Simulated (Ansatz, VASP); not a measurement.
**Mg2CdTe3: VASP beside Ansatz**

File INCAR:

```
SYSTEM = Mg2CdTe3
PREC     = Accurate       ! precision mode
ENCUT    = 520            ! plane-wave cutoff, eV
EDIFF    = 1E-6           ! SCF threshold, eV
ISMEAR   = 0              ! smearing method
SIGMA    = 0.1            ! smearing width, eV
LREAL    = .FALSE.        ! projectors in reciprocal space
LASPH    = .TRUE.         ! aspherical terms in the spheres
NELM     = 60             ! most SCF steps
ALGO     = Normal         ! electronic algorithm
ISIF     = 2              ! what is computed and relaxed
LWAVE    = .FALSE.        ! write WAVECAR
LCHARG   = .FALSE.        ! write CHGCAR
GGA      = PE             ! functional
NBANDS   = 26             ! bands
```

Contents of KPOINTS:

```
Automatic mesh
0
G
  6 6 2
  0 0 0
```

The input POSCAR:

```
Mg2CdTe3
1.0
    4.2399877000      0.0000000000      0.0000000000
   -2.1199938500      3.6719370600      0.0000000000
    0.0000000000      0.0000000000     10.3858063900
Mg Cd Te
2 1 3
Direct
    0.0000000000      0.0000000000      0.0000000000
    0.3333333300      0.6666666700      0.6666666700
    0.6666666700      0.3333333300      0.3333333300
    0.6666666700      0.3333333300      0.0833333300
    0.3333333300      0.6666666700      0.4166666700
    0.0000000000      0.0000000000      0.7500000000
```

Input for Ansatz:

```yaml
crystal:
  lattice:
    - [4.2399877, 0.0, 0.0]
    - [-2.11999385, 3.67193706, 0.0]
    - [0.0, 0.0, 10.38580639]
  atoms:
    - { symbol: Mg, position: [0.0, 0.0, 0.0] }
    - { symbol: Mg, position: [0.33333333, 0.66666667, 0.66666667] }
    - { symbol: Cd, position: [0.66666667, 0.33333333, 0.33333333] }
    - { symbol: Te, position: [0.66666667, 0.33333333, 0.08333333] }
    - { symbol: Te, position: [0.33333333, 0.66666667, 0.41666667] }
    - { symbol: Te, position: [0.0, 0.0, 0.75] }
basis:
  ecutwfc: 420
kpoints:
  mp_grid: { grid: [6, 6, 2] }
hamiltonian:
  xc: pbe
scf:
  occupations: { method: gaussian, width: 0.1 }
  lower_state_search: "off"
output:
  forces: true
  stress: true
  eigenvalues: true
```

Alike in both runs: task single point; functional PBE; k mesh 6 × 6 × 2; occupations gaussian, width 0.1 eV; no spin polarisation.

|  | VASP | Ansatz |
| --- | --- | --- |
| version | VASP 6.6.1 | Ansatz 0.2.0 |
| potentials or method | VASP PAW PBE potentials, release 64 (Mg, Cd, Te), cutoff 520 eV | scalar-relativistic, plane waves, PAW |
| valence electrons in the cell | 34 | 88 |

```csv
,VASP,Ansatz,Ansatz less VASP
gap on the k mesh at the Fermi level (eV),2.05,2.07,+0.018
least direct gap on the mesh (eV),2.37,2.37,-0.003
pressure (GPa),16.5,16.3,-0.18
"traceless stress, the component that is largest in VASP (GPa)",-0.06,-0.06,-0.002
rms of the force components (eV/Å),0.249,0.240,-0.0090
```

Atom by atom the forces differ by 0.009 eV/Å (rms over components). With one functional, cell and mesh, what is left measures potentials, basis and numerics. VASP's potentials hold 34 valence electrons a cell and Ansatz's 88, so a difference there can come from the potentials and not from the codes.

Spin-orbit coupling is off throughout.
